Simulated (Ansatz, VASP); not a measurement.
**InSe: VASP beside Ansatz**

```
In Se
1.0
     5.90306   -2.08169    0.00000
     5.90306    2.08169    0.00000
    -1.74591    0.00000    4.83414
In Se
2 2
Direct
  0.88820 0.88820 0.04684
  0.11180 0.11180 0.95316
  0.66093 0.66093 0.66896
  0.33907 0.33907 0.33104
```

Alike in both runs: task single point; functional r2SCAN; k mesh 7 × 7 × 6; occupations fermi-dirac, width 0.05 eV; no spin polarisation.

```csv
,VASP,Ansatz
version,VASP 6.6.1,Ansatz 0.2.0
potentials or method,"VASP PAW PBE potentials, release 64 (In_d, Se)",Ansatz PAW
plane-wave cutoff (eV),520,500
valence electrons in the cell,38,58
```

Ansatz gave:

| Property | Result |
| --- | --- |
| gap on the k mesh at the Fermi level (eV) | 1.42 |
| least direct gap on the mesh (eV) | 1.48 |
| pressure (GPa) | -2.0 |
| traceless stress, the component that is largest in VASP (GPa) | 0.38 |
| rms of the force components (eV/Å) | 0.141 |

**Question.** Which values does VASP return?

**Answer.** gap on the k mesh at the Fermi level (eV): 1.42; least direct gap on the mesh (eV): 1.48; pressure (GPa): -2.0; traceless stress, the component that is largest in VASP (GPa): 0.37; rms of the force components (eV/Å): 0.135.

VASP's potentials were made for PBE, not for r2SCAN. Atom by atom the forces differ by 0.007 eV/Å (rms over components). With one functional, cell and mesh, what is left measures potentials, basis and numerics. VASP's potentials hold 38 valence electrons a cell and Ansatz's 58, so a difference there can come from the potentials and not from the codes.

Noted on Ansatz's run: odd divisions of the mesh miss points on the zone boundary, where band edges often lie, so the gap on the mesh can be too wide.
